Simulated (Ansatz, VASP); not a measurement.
# BeTe: VASP beside Ansatz

```
Be Te
1.0
     0.00000    2.83230    2.83230
     2.83230    0.00000    2.83230
     2.83230    2.83230    0.00000
Be Te
1 1
Direct
  0.00000 0.00000 0.00000
  0.25000 0.25000 0.25000
```

Alike in both runs: functional PBE; k mesh 8 × 8 × 8; occupations gaussian, width 0.02 eV; no spin polarisation.

Ansatz relaxed the structure, and its values are those at the end. VASP's run is a single point on that final structure, the one shown.

|  | VASP | Ansatz |
| --- | --- | --- |
| version | VASP 6.6.1 | Ansatz 0.2.0 |
| potentials or method | VASP PAW PBE potentials, release 64 (Be, Te), cutoff 600 eV | scalar-relativistic, plane waves, PAW |
| valence electrons in the cell | 8 | 18 |

Ansatz gave:

- gap on the k mesh at the Fermi level (eV): 2.03
- least direct gap on the mesh (eV): 3.64
- pressure (GPa): 0.0

Q: Estimate VASP's values.

A: gap on the k mesh at the Fermi level (eV): 2.02; least direct gap on the mesh (eV): 3.62; pressure (GPa): 0.1.

The functional is the same, so the differences come from potentials, cutoffs and numerics. VASP's potentials hold 8 valence electrons a cell and Ansatz's 18, so a difference there can come from the potentials and not from the codes.

Spin-orbit coupling is off throughout.
